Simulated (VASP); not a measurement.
# Cu (I4_1/amd) in VASP: relaxation of cell and atoms with PBEsol

Aim: the relaxation of cell and atoms of Cu with PBEsol.

All numbers are computed with VASP 6.6.1; they aren't measurements. Logs are shortened: lines on timing, memory, paths and dates and some standing lists are left out, and cuts for length are marked.

### Step 1. The cell of the first run

The structure is tetragonal, space group I4_1/amd (No. 141). The conventional cell has a = 4.566 Å, b = 4.566 Å, c = 2.386 Å, α = 90.00°, β = 90.00°, γ = 90.00°. Cu (site symmetry -4m2) has 10 Cu at 2.36 to 2.90 Å within 3.1 Å.

### Step 2. Relaxation of cell and atoms, PBEsol

The input, INCAR:

```
PREC     = Accurate       # precision mode
ENCUT    = 600            # plane-wave cutoff, eV
EDIFF    = 1E-6           # SCF threshold, eV
ISMEAR   = 0              # smearing method
SIGMA    = 0.1            # smearing width, eV
LREAL    = False          # projectors in reciprocal space
LASPH    = True           # aspherical terms in the spheres
NELM     = 60             # most SCF steps
ALGO     = Fast           # electronic algorithm
ISIF     = 3              # what is computed and relaxed
LWAVE    = False          # write WAVECAR
LCHARG   = False          # write CHGCAR
GGA      = PS             # functional
IBRION   = 2              # ionic algorithm
NSW      = 100            # ionic steps
EDIFFG   = -0.01          # ionic threshold
```

The input, KPOINTS:

```
Automatic mesh
0
Gamma
  26 26 26
```

The input, POSCAR:

```
Cu
1.0
   -2.2830145711      2.2830145711      1.1929130410
    2.2830145711     -2.2830145711      1.1929130410
    2.2830145711      2.2830145711     -1.1929130410
Cu
2
Direct
    0.0000000000      0.0000000000      0.0000000000
    0.7500000000      0.2500000000      0.5000000000
```

Potentials or basis: VASP PAW PBE potentials, release 64 (Cu).

Started as:

```console
> cat potpaw_PBE.64/Cu/POTCAR > POTCAR
> mpirun -np 1 vasp_std > vasp.out
```

OUTCAR:

```text
PREC = Accurate
   ENCUT = 600
   EDIFF = 1E-6
   ISMEAR = 0
   LREAL = False
   LASPH = True
   NELM = 60
   ISIF = 3
   GGA = PS
   IBRION = 2
   NSW = 100
   EDIFFG = -0.01

 ion  position               nearest neighbor table
   1  0.000  0.000  0.000-   2 2.36   2 2.36   2 2.36   2 2.36
   2  0.750  0.250  0.500-   1 2.36   1 2.36   1 2.36   1 2.36

  LATTYP: Found a body centered tetragonal cell.
 ALAT       =     4.5660291422
 C/A-ratio  =     0.5225166129

  Lattice vectors:

 A1 = (  -2.2830145711,   2.2830145711,   1.1929130410)
 A2 = (   2.2830145711,  -2.2830145711,   1.1929130410)
 A3 = (   2.2830145711,   2.2830145711,  -1.1929130410)

Analysis of symmetry for initial positions (statically):
=====================================================================
 Subroutine PRICEL returns:
 Original cell was already a primitive cell.

 Routine SETGRP: Setting up the symmetry group for a
 body centered tetragonal supercell.

 Subroutine GETGRP returns: Found 16 space group operations
 (whereof  8 operations were pure point group operations)
 out of a pool of 16 trial point group operations.

The static configuration has the point symmetry D_2d.
 The point group associated with its full space group is D_4h.

Analysis of symmetry for dynamics (positions and initial velocities):
=====================================================================
 Subroutine PRICEL returns:
 Original cell was already a primitive cell.

 Routine SETGRP: Setting up the symmetry group for a
 body centered tetragonal supercell.

 Subroutine GETGRP returns: Found 16 space group operations
 (whereof  8 operations were pure point group operations)
 out of a pool of 16 trial point group operations.

The dynamic configuration has the point symmetry D_2d.
 The point group associated with its full space group is D_4h.

 Subroutine INISYM returns: Found 16 space group operations
 (whereof  8 operations are pure point group operations),
 and found     1 'primitive' translations

----------------------------------------------------------------------------------------

                                     Primitive cell

  volume of cell :      24.8706

  direct lattice vectors                    reciprocal lattice vectors
    -2.283014571  2.283014571  1.192913041     0.000000000  0.219008677  0.419142035
     2.283014571 -2.283014571  1.192913041     0.219008677  0.000000000  0.419142035
     2.283014571  2.283014571 -1.192913041     0.219008677  0.219008677  0.000000000

  length of vectors
     3.441998342  3.441998342  3.441998342     0.472911034  0.472911034  0.309725041
[... 122 lines left out ...]

 number of electron      22.0000018 magnetization

 Free energy of the ion-electron system (eV)
  ---------------------------------------------------
  ext. energy  EPLUGINS =         0.00000000
  ---------------------------------------------------
  free energy    TOTEN  =        -7.89643798 eV

  energy without entropy =       -7.89371744  energy(sigma->0) =       -7.89507771

------------------------ aborting loop because EDIFF is reached ----------------------------------------

  FORCE on cell =-STRESS in cart. coord.  units (eV):
  Direction    XX          YY          ZZ          XY          YZ          ZX
  --------------------------------------------------------------------------------------
  -------------------------------------------------------------------------------------
  Total        0.1601120      0.1601120      0.5320129      0.0000000      0.0000000      0.0000000
  in kB       10.3145050     10.3145050     34.2725663      0.0000000      0.0000000      0.0000000
  external PRESSURE =      18.3005255 kB  Pullay stress =       0.0000000 kB
[... 89 lines left out ...]
  FREE ENERGIE OF THE ION-ELECTRON SYSTEM (eV)
  ---------------------------------------------------
  free  energy   TOTEN  =        -7.8973776734 eV

  energy  without entropy=       -7.8946424440  energy(sigma->0) =       -7.89601006

[... ionic steps 4 to 7 ...]

--------------------------------------- Ionic step        8  -------------------------------------------

 number of electron      22.0000015 magnetization

------------------------ aborting loop because EDIFF is reached ----------------------------------------
[... 67 lines left out ...]
--------------------------------------- Ionic step       10  -------------------------------------------

 number of electron      22.0000012 magnetization

 Free energy of the ion-electron system (eV)
  ---------------------------------------------------
  ext. energy  EPLUGINS =         0.00000000
  ---------------------------------------------------
  free energy    TOTEN  =        -7.89781297 eV

  energy without entropy =       -7.89508384  energy(sigma->0) =       -7.89644840

 E-fermi :   6.6589     XC(G=0): -12.5255

 val. band max:        6.6579595356   @ k =  -0.3077   0.3462   0.1154
 cond. band min:       6.6616834471   @ k =  -0.3846  -0.3846   0.1923
 fundamental gap:      0.0037239115
 Fermi energy:         6.6588714110

 k-point     1 :       0.0000    0.0000    0.0000
  band No.  band energies     occupation
      1      -2.2125      2.00000
      2       2.0949      2.00000
      3       2.6752      2.00000
      4       2.7962      2.00000
      5       3.1371      2.00000
      6       4.6772      2.00000
      7       4.6772      2.00000
      8       4.7041      2.00000
      9       4.7041      2.00000
     10       5.2184      2.00000
     11       5.6216      2.00000
     12      11.4655      0.00000
     13      11.4655      0.00000
     14      16.9645      0.00000
[... 401 lines left out ...]
      2       2.4941      2.00000
      3       2.8877      2.00000
      4       3.2407      2.00000
      5       3.8013      2.00000
      6       3.9985      2.00000
      7       4.1644      2.00000
      8       4.8328      2.00000
      9       4.9922      2.00000
     10       5.2552      2.00000
     11       5.9385      2.00000
     12      11.5643      0.00000
     13      12.8829      0.00000
     14      13.7966      0.00000
     15      17.4330      0.00000

 [... further k-points ...]

------------------------ aborting loop because EDIFF is reached ----------------------------------------

  FORCE on cell =-STRESS in cart. coord.  units (eV):
  Direction    XX          YY          ZZ          XY          YZ          ZX
  --------------------------------------------------------------------------------------
  -------------------------------------------------------------------------------------
  Total        0.0105589      0.0105589      0.0194156      0.0000000      0.0000000      0.0000000
  in kB        0.6760660      0.6760660      1.2431411      0.0000000      0.0000000      0.0000000
  external PRESSURE =       0.8650910 kB  Pullay stress =       0.0000000 kB
[... 17 lines left out ...]
  FREE ENERGIE OF THE ION-ELECTRON SYSTEM (eV)
  ---------------------------------------------------
  free  energy   TOTEN  =        -7.8978129686 eV

  energy  without entropy=       -7.8950838364  energy(sigma->0) =       -7.89644840

 reached required accuracy - stopping structural energy minimisation
```

CONTCAR:

```text
Cu
   1.00000000000000
    -2.2813883690574444    2.2813883690574444    1.2019370092939630
     2.2813883690574444   -2.2813883690574444    1.2019370092939630
     2.2813883690574444    2.2813883690574444   -1.2019370092939630
  Cu
     2
Direct
     0.0000000000000000    0.0000000000000000    0.0000000000000000
     0.7500000000000000    0.2500000000000000    0.5000000000000000

  0.00000000E+00  0.00000000E+00  0.00000000E+00
  0.00000000E+00  0.00000000E+00  0.00000000E+00
```

Run time: 1.9 h. Hardware: 1 thread of Oxide Virtual Turin-like, shared host; peak memory 0.6 GiB.

What came out:

```
Free energy                           : -7.8978 eV
Relaxed volume                        : 12.51 Å³/atom
Relaxed cell                          : a = 3.443 Å, b = 3.443 Å, c = 3.443 Å, α = 97.00°, β = 97.00°, γ = 139.14°
Space group after relaxing (to 0.1 Å) : I4_1/amd (No. 141)
Energy gained by relaxing             : 0.7 meV/atom
Ionic steps                           : 10
Pressure after relaxing               : 0.1 GPa
Band gap on the k mesh                : zero (bands 11 and 12 overlap by 4.59 eV)
```

The path:
| step | energy change (eV) | largest force (eV/Å) | pressure (GPa) | volume (Å³) |
| --- | --- | --- | --- | --- |
| 1 | 0.0000 | 0.0000 | 1.83 | 24.87 |
| 2 | 0.0010 | 0.0000 | -1.45 | 25.38 |
| 3 | -0.0009 | 0.0000 | 0.36 | 25.05 |
| 4 | -0.0008 | 0.0000 | -1.02 | 25.16 |
| 5 | -0.0009 | 0.0000 | -0.57 | 25.11 |
| 6 | -0.0010 | 0.0000 | -0.66 | 25.09 |
| 7 | -0.0010 | 0.0000 | -0.55 | 25.07 |
| 8 | -0.0009 | 0.0000 | -0.42 | 25.06 |
| 9 | -0.0014 | 0.0000 | 0.26 | 25.02 |
| 10 | -0.0014 | 0.0000 | 0.09 | 25.02 |

Final structure:
```
CELL_PARAMETERS angstrom
-2.28139 2.28139 1.20194
2.28139 -2.28139 1.20194
2.28139 2.28139 -1.20194
ATOMIC_POSITIONS crystal
Cu 0.00000 0.00000 0.00000
Cu 0.75000 0.25000 0.50000
```

Levels at points of the mesh, in eV from the Fermi level:
```
           k point  band 9  band 10  band 11  band 12  band 13  band 14
(0.00, 0.00, 0.00)   -1.95    -1.44    -1.04     4.81     4.81    10.31
(0.50, 0.00, 0.00)   -1.61    -1.51     0.34     3.00     6.37     7.11
(0.50, 0.50, 0.00)   -1.73    -1.73    -1.58    -1.58    10.20    10.20
(0.50, 0.50, 0.50)   -1.87    -1.87    -1.57    -1.57     2.41     2.41
```

Caveat: the PAW data sets were made with another functional, which shifts forces and pressure a little.
